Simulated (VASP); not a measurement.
Input of a VASP 6.6.1 run:

File INCAR:

```
ALGO     = Normal         # electronic algorithm
EDIFF    = 1E-7           # SCF threshold, eV
EDIFFG   = -0.01          # ionic threshold
ENCUT    = 500            # plane-wave cutoff, eV
GGA      = PE             # functional
GGA_COMPAT= F            
IBRION   = 2              # ionic algorithm
ISIF     = 4              # what is computed and relaxed
ISMEAR   = 0              # smearing method
LASPH    = T              # aspherical terms in the spheres
LCHARG   = F              # write CHGCAR
LMAXMIX  = 6              # l up to which the mixer works
LREAL    = F              # projectors in reciprocal space
LWAVE    = F              # write WAVECAR
NELM     = 200            # most SCF steps
NELMIN   = 4            
NSW      = 50             # ionic steps
PREC     = Accurate       # precision mode
SIGMA    = 0.1            # smearing width, eV
```

The input KPOINTS:

```
k-points
0
Gamma
  6 6 6
```

POSCAR

```
PrHRh3
1.0
    2.8315714796      1.6348085560      2.3119608166
   -2.8315714796      1.6348085560      2.3119608166
    0.0000000000     -3.2696171119      2.3119608166
Pr H Rh
1 1 3
Direct
    1.0106525397      1.0106525397      1.0106525397
    0.5110347511      0.5110347511      0.5110347511
    0.5106420972      0.0106943348      0.5106420972
    0.5106420972      0.5106420972      0.0106943348
    0.0106943348      0.5106420972      0.5106420972
```

Potentials or basis: VASP PAW PBE potentials, release 64 (Pr_3, H, Rh_pv), 4f in core.

Run with:

```console
$ cat potpaw_PBE.64/Pr_3/POTCAR potpaw_PBE.64/H/POTCAR potpaw_PBE.64/Rh_pv/POTCAR > POTCAR
$ mpirun -np 1 vasp_std > vasp.out
```

(1) What does it give for the band gap on the k mesh?

Results:

(1) zero (an odd number of electrons rules out a gap without spin polarisation).

Caveat: the relaxation stopped at its first step, so nothing moved; spin-orbit coupling is left out, which moves the levels of the heavy elements; the 4f electrons are frozen in the core, so they carry no moment and show no levels.
